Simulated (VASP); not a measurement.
# P2Se2O (P6/mmm) in VASP: a series of runs, part 3 of 3

VASP 6.6.1. Earlier steps stand in the parts before.

### 4 Single point, PBE+D3(BJ)

This run uses another cell than the first one, of 20.17 Å³/atom, 1.004 times its volume.

Contents of INCAR:

```
SYSTEM = P2Se2O
PREC = Accurate ; ENCUT = 520
EDIFF = 1E-6 ; ISMEAR = 0
SIGMA = 0.1 ; LREAL = .FALSE.
LASPH = .TRUE. ; NELM = 80
ALGO = Normal ; ISIF = 2
LWAVE = .FALSE. ; LCHARG = .TRUE.
GGA = PE ; IVDW = 12
LELF = .TRUE. ; LVHAR = .TRUE.
NBANDS = 22
```

Contents of KPOINTS:

```
Automatic mesh
0
G
  12 12 6
  0 0 0
```

Contents of POSCAR:

```
P2Se2O
1.0
    3.9444637693      0.0000000000      0.0000000000
   -1.9722318847      3.4160058286      0.0000000000
    0.0000000000      0.0000000000      7.4864388567
P Se O
2 2 1
Direct
    0.3333333333      0.6666666667      0.0000000000
    0.6666666667      0.3333333333      0.0000000000
    0.0000000000      0.0000000000      0.7473513438
    0.0000000000      0.0000000000      0.2526486562
    0.0000000000      0.0000000000      0.5000000000
```

Potentials or basis: VASP PAW PBE potentials, release 64 (P, Se, O).

The run is started by

```
cat potpaw_PBE.64/P/POTCAR potpaw_PBE.64/Se/POTCAR potpaw_PBE.64/O/POTCAR > POTCAR
mpirun -np 1 vasp_std > vasp.out
```

OUTCAR:

```text
SYSTEM = P2Se2O
   PREC = Accurate
   ENCUT = 520
   EDIFF = 1E-6
   ISMEAR = 0
   LREAL = .FALSE.
   LASPH = .TRUE.
   NELM = 80
   ISIF = 2
   GGA = PE
   IVDW = 12
 IVDW          = 12

 ion  position               nearest neighbor table
   1  0.333  0.667  0.000-   2 2.28   2 2.28   2 2.28
   2  0.667  0.333  0.000-   1 2.28   1 2.28   1 2.28
   3  0.000  0.000  0.747-   5 1.85
   4  0.000  0.000  0.253-   5 1.85
   5  0.000  0.000  0.500-   3 1.85   4 1.85

  LATTYP: Found a hexagonal cell.
 ALAT       =     3.9444637693
 C/A-ratio  =     1.8979611158

  Lattice vectors:

 A1 = (   3.9444637693,   0.0000000000,   0.0000000000)
 A2 = (  -1.9722318847,   3.4160058286,   0.0000000000)
 A3 = (   0.0000000000,   0.0000000000,   7.4864388567)

Analysis of symmetry for initial positions (statically):
=====================================================================
 Subroutine PRICEL returns:
 Original cell was already a primitive cell.

 Routine SETGRP: Setting up the symmetry group for a
 hexagonal supercell.

 Subroutine GETGRP returns: Found 24 space group operations
 (whereof 24 operations were pure point group operations)
 out of a pool of 24 trial point group operations.

The static configuration has the point symmetry D_6h.

Analysis of symmetry for dynamics (positions and initial velocities):
=====================================================================
 Subroutine PRICEL returns:
 Original cell was already a primitive cell.

 Routine SETGRP: Setting up the symmetry group for a
 hexagonal supercell.

 Subroutine GETGRP returns: Found 24 space group operations
 (whereof 24 operations were pure point group operations)
 out of a pool of 24 trial point group operations.

The dynamic configuration has the point symmetry D_6h.

 Subroutine INISYM returns: Found 24 space group operations
 (whereof 24 operations are pure point group operations),
 and found     1 'primitive' translations

----------------------------------------------------------------------------------------

                                     Primitive cell

  volume of cell :     100.8746

  direct lattice vectors                    reciprocal lattice vectors
     3.944463769  0.000000000  0.000000000     0.253519885  0.146369774  0.000000000
    -1.972231885  3.416005829  0.000000000     0.000000000  0.292739547  0.000000000
     0.000000000  0.000000000  7.486438857     0.000000000  0.000000000  0.133574857

  length of vectors
     3.944463769  3.944463769  7.486438857     0.292739547  0.292739547  0.133574857

  position of ions in fractional coordinates (direct lattice)
     0.333333333  0.666666667  0.000000000
     0.666666667  0.333333333  0.000000000
     0.000000000  0.000000000  0.747351344
     0.000000000  0.000000000  0.252648656
     0.000000000  0.000000000  0.500000000

  ion indices of the primitive-cell ions
   primitive index   ion index
                 1           1
                 2           2
                 3           3
                 4           4
                 5           5

----------------------------------------------------------------------------------------

[... 23 lines left out ...]

 Following reciprocal coordinates:
            Coordinates               Weight
  0.000000  0.000000  0.000000      1.000000
  0.083333 -0.000000  0.000000      6.000000
  0.166667 -0.000000  0.000000      6.000000
  0.250000 -0.000000  0.000000      6.000000
  0.333333 -0.000000  0.000000      6.000000
  0.416667 -0.000000  0.000000      6.000000
[... 16 lines left out ...]
  0.250000 -0.000000  0.166667     12.000000
  0.333333 -0.000000  0.166667     12.000000
 [... further k-points ...]
   k-points           NKPTS =     76   k-points in BZ     NKDIM =     76   number of bands    NBANDS=     22
   number of dos      NEDOS =    301   number of ions     NIONS =      5
   total plane-waves  NPLWV =  50400
   dimension x,y,z NGX =    30 NGY =   30 NGZ =   56
   dimension x,y,z NGXF=    60 NGYF=   60 NGZF=  112
   ions per type =               2   2   1
   NGX,Y,Z   is equivalent  to a cutoff of  12.64, 12.64, 12.44 a.u.
   NGXF,Y,Z  is equivalent  to a cutoff of  25.29, 25.29, 24.87 a.u.
 SYSTEM =  P2Se2O
   PREC   = accura    normal or accurate (medium, high low for compatibility)
   ISTART =      0    job   : 0-new  1-cont  2-samecut
   ICHARG =      2    charge: 1-file 2-atom 10-const
   ISPIN  =      1    spin polarized calculation?
   LNONCOLLINEAR =      F non collinear calculations
   LSORBIT =      F    spin-orbit coupling
   LASPH  =      T    aspherical Exc in radial PAW
   ENCUT  =  520.0 eV  38.22 Ry    6.18 a.u.   7.33  7.33 13.92*2*pi/ulx,y,z
   NELM   =     80;   NELMIN=  2; NELMDL= -5     # of ELM steps
   EDIFF  = 0.1E-05   stopping-criterion for ELM
   LREAL  =      F    real-space projection
   EDIFFG = 0.1E-04   stopping-criterion for IOM
   NSW    =      0    number of steps for IOM
   IBRION =     -1    ionic relax: 0-MD 1-quasi-New 2-CG
   NFREE  =      0    steps in history (QN), initial steepest desc. (CG)
   ISIF   =      2    stress and relaxation
   ISYM   =      2    0-nonsym 1-usesym 2-fastsym
   POTIM  = 0.5000    time-step for ionic-motion
   TEBEG  =    0.0;   TEEND  =   0.0 temperature during run
   PSTRESS=    0.0 pullay stress
   NELECT =      28.0000    total number of electrons
   NUPDOWN=      -1.0000    fix difference up-down
   EMIN   =  10.00;   EMAX   =-10.00  energy-range for DOS
   EFERMI =   0.00;   METHOD = LEGACY
   ISMEAR =     0;   SIGMA  =   0.10  broadening in eV -4-tet -1-fermi 0-gaus
   EFERMI_NEDOS =   21; number of points for ismear=-14 and -15
   IALGO  =     38    algorithm
   IMIX   =      4    mixing-type and parameters
     AMIX     =   0.40;   BMIX     =  1.00
     AMIX_MAG =   1.60;   BMIX_MAG =  1.00
  volume/ion in A,a.u.               =      20.17       136.15
  Fermi-wavevector in a.u.,A,eV,Ry     =   1.067907  2.018052 15.516438  1.140426
  Thomas-Fermi vector in A             =   2.203539
   LORBIT       =      0    0 simple, 1 ext, 2 COOP (PROOUT), +10 PAW based schemes
   GGA     = PE    functional components
   LHFCALC =     F    Hartree Fock is set to
   AEXX    =    0.0000 exact exchange contribution
   IVDW    =    12    specifies the selected vdW correction
   LEPSILON=     F    determine dielectric tensor
   LRPA    =     F    only Hartree local field effects (RPA)
 non-spin polarized calculation
 Gauss-broadening in eV      SIGMA  =   0.10
  energy-cutoff  :      520.00
  volume of cell :      100.87
 maximum number of plane-waves:      2776
 NGX is ok and might be reduce to    30
   NGX = 15   NGY = 15   NGZ = 27

 number of electron      27.9999992 magnetization

 Free energy of the ion-electron system (eV)
  ---------------------------------------------------
  ext. energy  EPLUGINS =         0.00000000
  ---------------------------------------------------
  free energy    TOTEN  =       -20.28990448 eV

  energy without entropy =      -20.27484659  energy(sigma->0) =      -20.28237553

 E-fermi :   3.9736     XC(G=0):  -9.2629

 val. band max:        3.9455407287   @ k =   0.2500   0.1667   0.0000
 cond. band min:       3.9768909544   @ k =   0.1667   0.0833   0.0000
 fundamental gap:      0.0313502257
 Fermi energy:         3.9735518586

 k-point     1 :       0.0000    0.0000    0.0000
  band No.  band energies     occupation
      1     -15.7618      2.00000
      2     -11.4639      2.00000
      3     -10.2163      2.00000
      4      -6.3732      2.00000
      5      -3.4580      2.00000
      6      -0.5803      2.00000
[... 589 lines left out ...]
     21      10.3797      0.00000
     22      11.6719      0.00000

 [... further k-points ...]

------------------------ aborting loop because EDIFF is reached ----------------------------------------

 Edisp (eV)   -1.43527

 E8    (eV) :    -0.5554

  FORCE on cell =-STRESS in cart. coord.  units (eV):
  Direction    XX          YY          ZZ          XY          YZ          ZX
  --------------------------------------------------------------------------------------
  -------------------------------------------------------------------------------------
  Total      -0.06522    -0.06522     0.12677     0.00000    -0.00000    -0.00000
  in kB      -1.03589    -1.03589     2.01353     0.00000    -0.00000    -0.00000
  external pressure =       -0.02 kB  Pullay stress =        0.00 kB

 VOLUME and BASIS-vectors are now :
 -----------------------------------------------------------------------------
  energy-cutoff  :      520.00
  volume of cell :      100.87
      direct lattice vectors                 reciprocal lattice vectors
     3.944463769  0.000000000  0.000000000     0.253519885  0.146369774  0.000000000
    -1.972231885  3.416005829  0.000000000     0.000000000  0.292739547  0.000000000
     0.000000000  0.000000000  7.486438857     0.000000000  0.000000000  0.133574857

 POSITION                                       TOTAL-FORCE (eV/Angst)
 -----------------------------------------------------------------------------------
     -0.00000      2.27734      0.00000        -0.000000     -0.000000     -0.000000
      1.97223      1.13867      0.00000         0.000000      0.000000     -0.000000
      0.00000      0.00000      5.59500         0.000000      0.000000      0.044327
      0.00000      0.00000      1.89144         0.000000     -0.000000     -0.044327
      0.00000      0.00000      3.74322         0.000000     -0.000000     -0.000000
 -----------------------------------------------------------------------------------
    total drift:                               -0.000000      0.000000      0.000000

  FREE ENERGIE OF THE ION-ELECTRON SYSTEM (eV)
  ---------------------------------------------------
  free  energy   TOTEN  =       -21.7251754832 eV

  energy  without entropy=      -21.7101175956  energy(sigma->0) =      -21.71764654
```

OSZICAR:

```text
N       E                     dE             d eps       ncg     rms          rms(c)
DAV:   1     0.137194805590E+03    0.13719E+03   -0.12319E+04  3344   0.110E+03
DAV:   2    -0.112916176068E+02   -0.14849E+03   -0.14245E+03  4536   0.205E+02
DAV:   3    -0.215199206619E+02   -0.10228E+02   -0.99865E+01  4158   0.552E+01
DAV:   4    -0.216761290894E+02   -0.15621E+00   -0.15591E+00  4104   0.760E+00
DAV:   5    -0.216790503416E+02   -0.29213E-02   -0.29205E-02  4386   0.976E-01    0.125E+01
DAV:   6    -0.206142404573E+02    0.10648E+01   -0.73785E+00  3824   0.213E+01    0.802E+00
DAV:   7    -0.203553738813E+02    0.25887E+00   -0.37690E+00  4396   0.103E+01    0.446E+00
DAV:   8    -0.202941874673E+02    0.61186E-01   -0.52397E-01  4086   0.379E+00    0.183E+00
DAV:   9    -0.202910713454E+02    0.31161E-02   -0.70572E-02  4060   0.160E+00    0.365E-01
DAV:  10    -0.202897488147E+02    0.13225E-02   -0.10178E-02  4460   0.565E-01    0.168E-01
DAV:  11    -0.202899136052E+02   -0.16479E-03   -0.13733E-03  3880   0.212E-01    0.545E-02
DAV:  12    -0.202899007649E+02    0.12840E-04   -0.17630E-04  4168   0.828E-02    0.155E-02
DAV:  13    -0.202899042350E+02   -0.34701E-05   -0.29983E-05  3692   0.312E-02    0.951E-03
DAV:  14    -0.202899035702E+02    0.66485E-06   -0.10082E-05  4252   0.202E-02    0.391E-03
DAV:  15    -0.202899044768E+02   -0.90661E-06   -0.21548E-06  2874   0.949E-03
   1 F= -.21725175E+02 E0= -.21717647E+02  d E =-.150579E-01
```

stdout:

```text
POSCAR found type information on POSCAR P SeO
 POSCAR found :  3 types and       5 ions
 scaLAPACK will be used
 LDA part: xc-table for (Slater+PW92), standard interpolation
 POSCAR, INCAR and KPOINTS ok, starting setup
 FFT: planning ... GRIDC
 FFT: planning ... GRID_SOFT
 FFT: planning ... GRID
 WAVECAR not read
 entering main loop
```

It took 1.8 min on 1 thread of Intel Xeon 6975P-C (Granite Rapids), shared host; peak memory 0.33 GiB.

Results:

| Item | Value |
| --- | --- |
| Free energy | -21.7252 eV |
| Pressure | 0.0 GPa |
| Largest force | 0.044 eV/Å |
| Band gap on the k mesh | zero (band 14 reaches 4.60 eV, above the bottom of band 15 at 2.90 eV) |
| Dispersion energy per atom | -0.287 eV |

Forces on the atoms (eV/Å):
```
P    0.000  0.000  0.000
P    0.000  0.000  0.000
Se   0.000  0.000  0.044
Se   0.000  0.000 -0.044
O    0.000  0.000  0.000
```

Levels at points of the mesh, in eV from the Fermi level:
```
           k point  band 12  band 13  band 14  band 15  band 16  band 17
(0.00, 0.00, 0.00)    -1.58    -1.58    -1.07    -1.07    -0.05     2.55
(0.50, 0.00, 0.00)    -1.85    -0.59    -0.52     0.72     1.36     2.87
(0.00, 0.00, 0.50)    -2.44    -2.44     0.12     0.12     1.44     1.95
(0.50, 0.00, 0.50)    -1.18    -1.16    -0.57    -0.44     1.16     2.36
```

Caveat: pairwise dispersion overbinds metals, which lowers pressure and volume.

### 5 Overview

| cell | k mesh | gap on the mesh (eV) | pressure (GPa) | largest force (eV/Å) |
| --- | --- | --- | --- | --- |
| a = 3.935, b = 3.935, c = 7.492 Å, angles 90.0, 90.0, 120.0°, 5 atoms | 6 × 6 × 4 | none | -0.1 | 0.07 |
| a = 4.354, b = 4.354, c = 7.075 Å, angles 90.0, 90.0, 120.0°, 5 atoms | 6 × 6 × 4 | none | -6.1 | 0.66 |
| a = 3.944, b = 3.944, c = 7.486 Å, angles 90.0, 90.0, 120.0°, 5 atoms | 12 × 12 × 6 | none | 0.0 | 0.04 |

Alike in all rows: task single point; level PBE+D3(BJ); potentials or basis VASP PAW PBE potentials, release 64 (P, Se, O); no spin polarisation; cutoff (eV) 520; smearing gaussian 0.1 eV.

Caveats: pairwise dispersion overbinds metals, which lowers pressure and volume.

Absolute energies hang on the potentials; compare differences alone.
